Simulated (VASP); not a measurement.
# ZnS (P1) in VASP: single point with r2SCAN

Aim: the single point of ZnS with r2SCAN.

Program: VASP 6.6.1. These are calculated values, not measurements. Logs are shortened: lines on timing, memory, paths and dates and some standing lists are left out, and cuts for length are marked.

## Step 1: The cell of the first run

The typed cell holds 4 atoms: a = 3.858 Å, b = 3.721 Å, c = 5.454 Å, α = 90.45°, β = 93.57°, γ = 90.26°.

## Step 2: Single point, r2SCAN

POSCAR reads:

```
ZnS
1.0
   -0.1201637425     -2.7330932109     -2.7208118104
   -0.0151309938      2.6371618060     -2.6248804055
    5.4511319323      0.1050327488      0.1352947363
Zn S
2 2
Direct
    0.4973227158      0.5002678701      0.5001392156
    0.0050606928     -0.0035347474     -0.0001877793
   -0.0016560392      0.5034640778      0.2502968932
    0.4992726306     -0.0001972005      0.7497516705
```

INCAR.step1 reads:

```
SYSTEM = ZnS
PREC     = Accurate       ! precision mode
ENCUT    = 520            ! plane-wave cutoff, eV
ISMEAR   = 0              ! smearing method
SIGMA    = 0.05           ! smearing width, eV
LREAL    = .FALSE.        ! projectors in reciprocal space
LASPH    = .TRUE.         ! aspherical terms in the spheres
NELM     = 100            ! most SCF steps
NBANDS   = 26             ! bands
GGA      = PE             ! functional
ALGO     = Normal         ! electronic algorithm
EDIFF    = 1E-4           ! SCF threshold, eV
LWAVE    = .TRUE.         ! write WAVECAR
LCHARG   = .FALSE.        ! write CHGCAR
```

INCAR.step2 reads:

```
SYSTEM = ZnS
PREC     = Accurate       ! precision mode
ENCUT    = 520            ! plane-wave cutoff, eV
EDIFF    = 1E-6           ! SCF threshold, eV
ISMEAR   = 0              ! smearing method
SIGMA    = 0.05           ! smearing width, eV
LREAL    = .FALSE.        ! projectors in reciprocal space
LASPH    = .TRUE.         ! aspherical terms in the spheres
NELM     = 100            ! most SCF steps
ALGO     = Normal         ! electronic algorithm
ISIF     = 2              ! what is computed and relaxed
LWAVE    = .FALSE.        ! write WAVECAR
LCHARG   = .TRUE.         ! write CHGCAR
METAGGA  = R2SCAN         ! meta-GGA
LMIXTAU  = .TRUE.       
LELF     = .TRUE.         ! ELF
LVHAR    = .TRUE.       
NBANDS   = 26             ! bands
ISTART   = 1
```

KPOINTS reads:

```
regular mesh
0
G
  6 6 4
  0 0 0
```

Potentials or basis: VASP PAW PBE potentials, release 64 (Zn, S).

Run with:

```sh
$ cat potpaw_PBE.64/Zn/POTCAR potpaw_PBE.64/S/POTCAR > POTCAR
$ cp INCAR.step1 INCAR
$ mpirun -np 1 vasp_std > vasp.out
$ cp INCAR.step2 INCAR
$ mpirun -np 1 vasp_std > vasp.out
```

OUTCAR:

```text
SYSTEM = ZnS
   PREC = Accurate
   ENCUT = 520
   EDIFF = 1E-6
   ISMEAR = 0
   LREAL = .FALSE.
   LASPH = .TRUE.
   NELM = 100
   ISIF = 2
   METAGGA = R2SCAN
   ISTART = 1

 ion  position               nearest neighbor table
   1  0.497  0.500  0.500-   3 2.29   4 2.29   4 2.32   3 2.43
   2  0.005  0.996  1.000-   3 2.30   4 2.31   3 2.32   4 2.41
   3  0.998  0.503  0.250-   1 2.29   2 2.30   2 2.32   1 2.43
   4  0.499  1.000  0.750-   1 2.29   2 2.31   1 2.32   2 2.41

  LATTYP: Found a triclinic cell.
 ALAT       =     7.5036585400
 B/A-ratio  =     0.4958736609
 C/A-ratio  =     0.5141991207
 COS(alpha) =     0.0044568826
 COS(beta)  =     0.4711546955
 COS(gamma) =     0.5039184141

  Lattice vectors:

 A1 = (   5.3460991836,  -5.2652222681,   0.0393633314)
 A2 = (   0.0151309938,  -2.6371618060,   2.6248804055)
 A3 = (  -0.1201637425,  -2.7330932109,  -2.7208118104)

Analysis of symmetry for initial positions (statically):
=====================================================================
 Subroutine PRICEL returns:
 Original cell was already a primitive cell.

 Routine SETGRP: Setting up the symmetry group for a
 triclinic supercell.

 Subroutine GETGRP returns: Found  1 space group operations
 (whereof  1 operations were pure point group operations)
 out of a pool of  2 trial point group operations.

The static configuration has the point symmetry C_1 .

Analysis of symmetry for dynamics (positions and initial velocities):
=====================================================================
 Subroutine PRICEL returns:
 Original cell was already a primitive cell.

 Routine SETGRP: Setting up the symmetry group for a
 triclinic supercell.

 Subroutine GETGRP returns: Found  1 space group operations
 (whereof  1 operations were pure point group operations)
 out of a pool of  2 trial point group operations.

The dynamic configuration has the point symmetry C_1 .

 Subroutine INISYM returns: Found  1 space group operations
 (whereof  1 operations are pure point group operations),
 and found     1 'primitive' translations

----------------------------------------------------------------------------------------

                                     Primitive cell

  volume of cell :      78.1425

  direct lattice vectors                    reciprocal lattice vectors
    -0.120163743 -2.733093211 -2.720811810     0.008094096 -0.183082576 -0.183985849
    -0.015130994  2.637161806 -2.624880405     0.001074944  0.189592794 -0.190496066
     5.451131932  0.105032749  0.135294736     0.183629546 -0.003509576 -0.004584520

  length of vectors
     3.858374623  3.720866630  5.453822136     0.259683532  0.268766319  0.183720290

  position of ions in fractional coordinates (direct lattice)
     0.497322716  0.500267870  0.500139216
     0.005060693  0.996465253  0.999812221
     0.998343961  0.503464078  0.250296893
     0.499272631  0.999802800  0.749751670

  ion indices of the primitive-cell ions
   primitive index   ion index
                 1           1
                 2           2
                 3           3
                 4           4

----------------------------------------------------------------------------------------

 KPOINTS: regular mesh

Automatic generation of k-mesh.
 Grid dimensions read from file:
 generate k-points for:    6    6    4

 Generating k-lattice:

  Cartesian coordinates                     Fractional coordinates (reciprocal lattice)
     0.001349016 -0.030513763 -0.030664308     0.166666667  0.000000000  0.000000000
     0.000179157  0.031598799 -0.031749344     0.000000000  0.166666667 -0.000000000
     0.045907386 -0.000877394 -0.001146130     0.000000000 -0.000000000  0.250000000

  Length of vectors
     0.043280589  0.044794386  0.045930073

  Shift w.r.t. Gamma in fractional coordinates (k-lattice)
     0.000000000  0.000000000  0.000000000

 Subroutine IBZKPT returns following result:
 ===========================================

 Found     76 irreducible k-points:

 Following reciprocal coordinates:
            Coordinates               Weight
  0.000000  0.000000  0.000000      1.000000
  0.166667  0.000000  0.000000      2.000000
  0.333333  0.000000 -0.000000      2.000000
  0.500000  0.000000  0.000000      1.000000
 -0.000000  0.166667 -0.000000      2.000000
  0.166667  0.166667  0.000000      2.000000
[... 16 lines left out ...]
  0.333333 -0.000000  0.250000      2.000000
  0.500000  0.000000  0.250000      2.000000
 [... further k-points ...]
   k-points           NKPTS =     76   k-points in BZ     NKDIM =     76   number of bands    NBANDS=     26
   number of dos      NEDOS =    301   number of ions     NIONS =      4
   total plane-waves  NPLWV =  35280
   dimension x,y,z NGX =    30 NGY =   28 NGZ =   42
   dimension x,y,z NGXF=    60 NGYF=   56 NGZF=   84
   ions per type =               2   2
   NGX,Y,Z   is equivalent  to a cutoff of  12.93, 12.51, 12.80 a.u.
   NGXF,Y,Z  is equivalent  to a cutoff of  25.85, 25.02, 25.61 a.u.
 SYSTEM =  ZnS
   PREC   = accura    normal or accurate (medium, high low for compatibility)
   ISTART =      1    job   : 0-new  1-cont  2-samecut
   ICHARG =      0    charge: 1-file 2-atom 10-const
   ISPIN  =      1    spin polarized calculation?
   LNONCOLLINEAR =      F non collinear calculations
   LSORBIT =      F    spin-orbit coupling
   LASPH  =      T    aspherical Exc in radial PAW
   ENCUT  =  520.0 eV  38.22 Ry    6.18 a.u.   7.17  6.92 10.14*2*pi/ulx,y,z
   NELM   =    100;   NELMIN=  2; NELMDL=  0     # of ELM steps
   EDIFF  = 0.1E-05   stopping-criterion for ELM
   LREAL  =      F    real-space projection
   EDIFFG = 0.1E-04   stopping-criterion for IOM
   NSW    =      0    number of steps for IOM
   IBRION =     -1    ionic relax: 0-MD 1-quasi-New 2-CG
   NFREE  =      0    steps in history (QN), initial steepest desc. (CG)
   ISIF   =      2    stress and relaxation
   ISYM   =      2    0-nonsym 1-usesym 2-fastsym
   POTIM  = 0.5000    time-step for ionic-motion
   TEBEG  =    0.0;   TEEND  =   0.0 temperature during run
   PSTRESS=    0.0 pullay stress
   NELECT =      36.0000    total number of electrons
   NUPDOWN=      -1.0000    fix difference up-down
   EMIN   =  10.00;   EMAX   =-10.00  energy-range for DOS
   EFERMI =   0.00;   METHOD = LEGACY
   ISMEAR =     0;   SIGMA  =   0.05  broadening in eV -4-tet -1-fermi 0-gaus
   EFERMI_NEDOS =   21; number of points for ismear=-14 and -15
   IALGO  =     38    algorithm
   IMIX   =      4    mixing-type and parameters
     AMIX     =   0.40;   BMIX     =  1.00
     AMIX_MAG =   1.60;   BMIX_MAG =  1.00
  volume/ion in A,a.u.               =      19.54       131.83
  Fermi-wavevector in a.u.,A,eV,Ry     =   1.264387  2.389345 21.751282  1.598674
  Thomas-Fermi vector in A             =   2.397695
   LORBIT       =      0    0 simple, 1 ext, 2 COOP (PROOUT), +10 PAW based schemes
   METAGGA = R2SCAN    functional components
   LHFCALC =     F    Hartree Fock is set to
   AEXX    =    0.0000 exact exchange contribution
   IVDW    =     0    specifies the selected vdW correction
   LEPSILON=     F    determine dielectric tensor
   LRPA    =     F    only Hartree local field effects (RPA)
 non-spin polarized calculation
 Gauss-broadening in eV      SIGMA  =   0.05
  energy-cutoff  :      520.00
  volume of cell :       78.14
 maximum number of plane-waves:      2128
 NGX is ok and might be reduce to    30
   NGX = 15   NGY = 13   NGZ = 21

 number of electron      35.9999992 magnetization

 Free energy of the ion-electron system (eV)
  ---------------------------------------------------
  ext. energy  EPLUGINS =         0.00000000
  ---------------------------------------------------
  free energy    TOTEN  =       -37.64432576 eV

  energy without entropy =      -37.64432576  energy(sigma->0) =      -37.64432576

 E-fermi :   2.3396     XC(G=0): -10.3316

 val. band max:        2.0508070319   @ k =   0.0000   0.0000   0.0000
 cond. band min:       4.5684203616   @ k =   0.0000   0.0000   0.0000
 fundamental gap:      2.5176133297
 Fermi energy:         2.3395820362

 k-point     1 :       0.0000    0.0000    0.0000
  band No.  band energies     occupation
      1     -11.8287      2.00000
      2     -10.5551      2.00000
      3      -4.6473      2.00000
      4      -4.6374      2.00000
      5      -4.6278      2.00000
      6      -4.5988      2.00000
[... 18 lines left out ...]
     25      13.3115      0.00000
     26      14.1058      0.00000

 k-point     2 :       0.1667    0.0000    0.0000
  band No.  band energies     occupation
      1     -11.6921      2.00000
      2     -10.5659      2.00000
      3      -4.6303      2.00000
      4      -4.6091      2.00000
      5      -4.5853      2.00000
      6      -4.5734      2.00000
[... 18 lines left out ...]
     25      12.3679      0.00000
     26      13.3477      0.00000

 k-point     3 :       0.3333    0.0000   -0.0000
  band No.  band energies     occupation
      1     -11.3385      2.00000
      2     -10.6586      2.00000
      3      -4.5831      2.00000
      4      -4.5505      2.00000
      5      -4.5169      2.00000
      6      -4.5064      2.00000
[... 18 lines left out ...]
     25      11.2852      0.00000
     26      11.7404      0.00000

 k-point     4 :       0.5000    0.0000    0.0000
  band No.  band energies     occupation
      1     -10.9377      2.00000
      2     -10.9240      2.00000
      3      -4.5175      2.00000
      4      -4.5078      2.00000
      5      -4.4820      2.00000
      6      -4.4593      2.00000
[... 18 lines left out ...]
     25      10.6091      0.00000
     26      10.6247      0.00000
[... 496 lines left out ...]
      1     -11.5167      2.00000
      2     -10.7922      2.00000
      3      -4.6358      2.00000
      4      -4.6036      2.00000
      5      -4.5678      2.00000
      6      -4.5378      2.00000
[... 18 lines left out ...]
     25      11.4900      0.00000
     26      12.4403      0.00000

 k-point    23 :       0.3333   -0.0000    0.2500
  band No.  band energies     occupation
      1     -11.1836      2.00000
      2     -10.8217      2.00000
      3      -4.5451      2.00000
      4      -4.5310      2.00000
      5      -4.5244      2.00000
      6      -4.4818      2.00000
[... 18 lines left out ...]
     25      10.8337      0.00000
     26      11.0492      0.00000

 k-point    24 :       0.5000    0.0000    0.2500
  band No.  band energies     occupation
      1     -10.9880      2.00000
      2     -10.8472      2.00000
      3      -4.5376      2.00000
      4      -4.5061      2.00000
      5      -4.4873      2.00000
      6      -4.4731      2.00000
[... 18 lines left out ...]
     25      10.6242      0.00000
     26      11.2759      0.00000

 [... further k-points ...]
[... 5 lines left out ...]
  --------------------------------------------------------------------------------------
  -------------------------------------------------------------------------------------
  Total        0.0157167      0.3544611      0.4656701     -1.3008613     -1.1751788     -1.4990126
  in kB        0.3222439      7.2676190      9.5477682    -26.6719345    -24.0950305    -30.7346870
  external PRESSURE =       5.7125437 kB  Pullay stress =       0.0000000 kB

 VOLUME and BASIS-vectors are now :
 -----------------------------------------------------------------------------
  energy-cutoff  :      520.00
  volume of cell :       78.14
      direct lattice vectors                 reciprocal lattice vectors
    -0.120163743 -2.733093211 -2.720811810     0.008094096 -0.183082576 -0.183985849
    -0.015130994  2.637161806 -2.624880405     0.001074944  0.189592794 -0.190496066
     5.451131932  0.105032749  0.135294736     0.183629546 -0.003509576 -0.004584520

 POSITION                                       TOTAL-FORCE (eV/Angst)
 -----------------------------------------------------------------------------------
      2.65900      0.01259     -2.59860        -0.141198     -0.258422     -0.180968
      5.43442      2.71902     -2.49410        -0.153786     -0.052911     -0.179548
      1.23682     -1.37456     -4.00398         0.102814      0.115152      0.301685
      4.01187      1.35083     -3.88135         0.192170      0.196181      0.058832
 -----------------------------------------------------------------------------------
    total drift:                                0.004940     -0.018230      0.023465

  FREE ENERGIE OF THE ION-ELECTRON SYSTEM (eV)
  ---------------------------------------------------
  free  energy   TOTEN  =       -37.6443257645 eV

  energy  without entropy=      -37.6443257645  energy(sigma->0) =      -37.64432576
```

Wall time 5.6 min (1 thread of Intel Xeon 6975P-C, shared host); peak memory 0.28 GiB.

Results:

```
Free energy            : -37.6443 eV
Pressure               : 0.6 GPa
Largest force          : 0.346 eV/Å
Band gap on the k mesh : 2.52 eV
```

Forces in eV/Å, atoms in the order of the input:
```
Zn  -0.141 -0.258 -0.181
Zn  -0.154 -0.053 -0.180
S    0.103  0.115  0.302
S    0.192  0.196  0.059
```

Caveat: the PAW data sets were made with another functional, which shifts forces and pressure a little. r2SCAN opens gaps a little over a GGA but as a rule still falls short of measured ones.
